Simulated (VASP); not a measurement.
# NaH: single point with PBE

The system is NaH.

```xyz
2
Lattice="0.0000 2.3975 2.3975 2.3975 0.0000 2.3975 2.3975 2.3975 0.0000" Properties=species:S:1:pos:R:3 pbc="T T T"
Na    0.0000    0.0000    0.0000
H     2.3975    2.3975    2.3975
```

```json
{
  "Program": "VASP 6.6.1",
  "Task": "single point",
  "Functional": "PBE",
  "Potentials or basis": "VASP PAW PBE potentials, release 64 (Na_pv, H)",
  "Cutoff": "520 eV",
  "k mesh": "8 × 8 × 8",
  "Occupations": "gaussian, width 0.01 eV",
  "Spin": "no spin polarisation",
  "Dipole correction": "no",
  "Further INCAR settings": "ALGO = Normal; EDIFF = 1e-06; NBANDS = 11"
}
```

The pressure is 0.5 GPa. The band gap on the k mesh is 3.80 eV, indirect (least direct gap 4.67 eV).

Levels at points of the mesh, in eV from the valence-band top:
| k point | band 1 | band 2 | band 3 | band 4 | band 5 | band 6 | band 7 | band 8 |
| --- | --- | --- | --- | --- | --- | --- | --- | --- |
| (0.00, 0.00, 0.00) | -22.06 | -22.06 | -22.06 | -3.68 | 10.63 | 15.78 | 15.78 | 15.78 |
| (0.50, 0.00, 0.00) | -22.16 | -22.07 | -22.07 | -0.87 | 3.80 | 10.94 | 13.53 | 13.53 |
| (0.50, 0.50, 0.00) | -22.15 | -22.10 | -22.10 | -0.18 | 4.68 | 10.12 | 10.82 | 10.82 |

Wall time 5.5 s on 1 thread of Intel(R) Xeon(R) 6975P-C (Granite Rapids), with other jobs on the host, peak memory 0.15 GiB.

A k mesh can miss the band edges. Expect the measured gap to be larger: semilocal functionals such as PBE lack the derivative discontinuity.
